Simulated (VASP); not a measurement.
A run of VASP 6.6.1 is set up as follows.

File INCAR:

```
PREC     = Accurate       # precision mode
ENCUT    = 520            # plane-wave cutoff, eV
EDIFF    = 1E-6           # SCF threshold, eV
ISMEAR   = 0              # smearing method
SIGMA    = 0.05           # smearing width, eV
LREAL    = F              # projectors in reciprocal space
LASPH    = T              # aspherical terms in the spheres
NELM     = 60             # most SCF steps
ALGO     = Fast           # electronic algorithm
ISIF     = 2              # what is computed and relaxed
LWAVE    = F              # write WAVECAR
LCHARG   = F              # write CHGCAR
GGA      = PE             # functional
NBANDS   = 17             # bands
```

KPOINTS

```
Automatic mesh
0
Gamma
  10 10 5
```

POSCAR

```
Hf
1.0
    3.1967000000      0.0000000000      0.0000000000
   -1.5983500000      2.7684234083      0.0000000000
    0.0000000000      0.0000000000      5.0578000000
Hf
2
Direct
    0.6666666667      0.3333333333      0.7500000000
    0.3333333333      0.6666666667      0.2500000000
```

Potentials or basis: VASP PAW PBE potentials, release 64 (Hf_pv).

The run is started by

```sh
$ cat potpaw_PBE.64/Hf_pv/POTCAR > POTCAR
$ mpirun -np 1 vasp_std > vasp.out
```

Q: Estimate the pressure.

A: 0.3 GPa.

Q: Estimate the band gap on the k mesh.

A: Zero (bands 10 and 11 overlap by 1.50 eV).

Stress tensor (GPa, compression positive):
```
 0.43  0.00  0.00
 0.00  0.43  0.00
 0.00  0.00 -0.05
```

Caveat: spin-orbit coupling is left out, which moves the levels of the heavy elements.
